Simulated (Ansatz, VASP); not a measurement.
**SnSe: VASP beside Ansatz**

The input POSCAR:

```
SnSe
1.0
   -4.2853274191      0.0000000000      0.0000000000
    0.0000000000     -4.2853274191      0.0000000000
    0.0000000000      0.0000000000     11.9906921300
Sn Se
2 2
Direct
    0.5000000000      0.0000000000      0.3411859387
    0.0000000000      0.5000000000      0.5754160398
    0.5000000000      0.0000000000      0.5646630154
    0.0000000000      0.5000000000      0.3519389631
```

The input INCAR.step1:

```
  PREC = Accurate
  ENCUT = 520
  ISMEAR = 0
  SIGMA = 0.05
  LREAL = False
  LASPH = True
  NELM = 100
  NBANDS = 28
  GGA = PE
  ALGO = Normal
  EDIFF = 1E-4
  LWAVE = True
  LCHARG = False
```

Contents of INCAR.step2:

```
  PREC = Accurate
  ENCUT = 520
  EDIFF = 1E-6
  ISMEAR = 0
  SIGMA = 0.05
  LREAL = False
  LASPH = True
  NELM = 100
  ALGO = Normal
  ISIF = 2
  LWAVE = False
  LCHARG = False
  METAGGA = R2SCAN
  LMIXTAU = True
  NBANDS = 28
  ISTART = 1
```

Contents of KPOINTS:

```
regular mesh
0
Gamma
  6 6 3
```

Input for Ansatz:

```yaml
crystal:
  lattice:
    - [-4.2853274191, 0.0, 0.0]
    - [0.0, -4.2853274191, 0.0]
    - [0.0, 0.0, 11.99069213]
  atoms:
    - { symbol: Sn, position: [0.5, 0.0, 0.3411859387] }
    - { symbol: Sn, position: [0.0, 0.5, 0.5754160398] }
    - { symbol: Se, position: [0.5, 0.0, 0.5646630154] }
    - { symbol: Se, position: [0.0, 0.5, 0.3519389631] }
basis:
  ecutwfc: 500
kpoints:
  mp_grid: { grid: [6, 6, 3] }
hamiltonian:
  xc: r2scan
scf:
  occupations: { method: gaussian, width: 0.05 }
output:
  forces: true
  stress: true
  eigenvalues: true
```

Alike in both runs: task single point; functional r2SCAN; k mesh 6 × 6 × 3; occupations gaussian, width 0.05 eV; no spin polarisation.

```csv
,VASP,Ansatz
version,VASP 6.6.1,Ansatz 0.2.0
potentials or method,"VASP PAW PBE potentials, release 64 (Sn_d, Se), cutoff 520 eV","scalar-relativistic, plane waves, PAW"
valence electrons in the cell,40,60
```

VASP gave:

* gap on the k mesh at the Fermi level (eV): 1.77
* least direct gap on the mesh (eV): 1.77
* rms of the force components (eV/Å): 0.008

**Question.** Estimate Ansatz's values.

**Answer.** gap on the k mesh at the Fermi level (eV): 1.78; least direct gap on the mesh (eV): 1.78; rms of the force components (eV/Å): 0.006.

VASP's potentials were made for PBE, not for r2SCAN. Atom by atom the forces differ by 0.009 eV/Å (rms over components). The functional is the same, so the differences come from potentials, cutoffs and numerics. VASP's potentials hold 40 valence electrons a cell and Ansatz's 60, so a difference there can come from the potentials and not from the codes.
